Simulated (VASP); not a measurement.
Al: single point with PBE

Al, a slab with vacuum:

```
Al
1.0
     2.82708    0.00000    0.00000
    -1.41354    2.44832    0.00000
     0.00000    0.00000   24.18599
Al
5
Direct
  0.00000 0.00000 0.31010
  0.33333 0.66667 0.40505
  0.00000 0.00000 0.50000
  0.66667 0.33333 0.59495
  0.00000 0.00000 0.68990
```

| Item | Value |
| --- | --- |
| Program | VASP 6.6.1 |
| Task | single point |
| Functional | PBE |
| Potentials or basis | VASP PAW PBE potentials, release 64 (Al) |
| Cutoff | 520 eV |
| k mesh | 11 × 11 × 1 |
| Occupations | fermi-dirac, width 0.05 eV |
| Spin | no spin polarisation |

```
Largest force          : 0.260 eV/Å
Band gap on the k mesh : zero (an odd number of electrons rules out a gap without spin polarisation)
```

Forces on the atoms (eV/Å):
```
Al   0.000  0.000 -0.260
Al   0.000  0.000  0.076
Al   0.000  0.000  0.000
Al   0.000  0.000 -0.076
Al   0.000  0.000  0.260
```

Levels at points of the mesh, in eV from the Fermi level:
```
           k point  band 4  band 5  band 6  band 7  band 8  band 9  band 10  band 11
(0.00, 0.00, 0.00)   -7.67   -5.69   -3.67   -1.16    1.25    3.03     4.04     4.27
```

Wall time 88 s on 1 thread of Intel Xeon 8259CL, with other jobs on the host, peak memory 0.3 GiB.
